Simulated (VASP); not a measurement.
Write the native input for VASP 6.6.1 that does the following.

```
Task                   : single point
Functional             : LDA
Potentials or basis    : VASP PAW LDA potentials, release 64 (Hf_pv)
Cutoff                 : 520 eV
k mesh                 : 10 × 10 × 10
Occupations            : fermi-dirac, width 0.05 eV
Spin                   : no spin polarisation
Dipole correction      : no
Further INCAR settings : ALGO = Normal; EDIFF = 1e-06; NBANDS = 11
```

The structure of Hf lies in POSCAR:

```
Hf
1.0
   -1.7119200770      1.7119200770      1.7119200770
    1.7119200770     -1.7119200770      1.7119200770
    1.7119200770      1.7119200770     -1.7119200770
Hf
1
Direct
    0.0000000000      0.0000000000      0.0000000000
```

One way to write it, as run:

INCAR

```
  ALGO = Normal
  EDIFF = 1E-6
  ENCUT = 520
  ISIF = 2
  ISMEAR = -1
  LASPH = T
  LCHARG = F
  LREAL = F
  LWAVE = F
  NBANDS = 11
  NELM = 100
  PREC = Accurate
  SIGMA = 0.05
```

KPOINTS

```
k-points
0
Gamma
  10 10 10
```

Potentials or basis: VASP PAW LDA potentials, release 64 (Hf_pv).

Run with:

```console
$ cat potpaw_LDA.64/Hf_pv/POTCAR > POTCAR
$ mpirun -np 1 vasp_std > vasp.out
```

Results of the run:

```yaml
Pressure: 2.1 GPa
Band_gap_on_the_k_mesh: zero (band 5 reaches 6.74 eV, above the bottom of band 6 at 4.37 eV)
```

Caveat: spin-orbit coupling is left out, which moves the levels of the heavy elements.

It took 7.3 s on 1 thread of Intel Xeon 8259CL, on a shared host, peak memory 0.13 GiB.
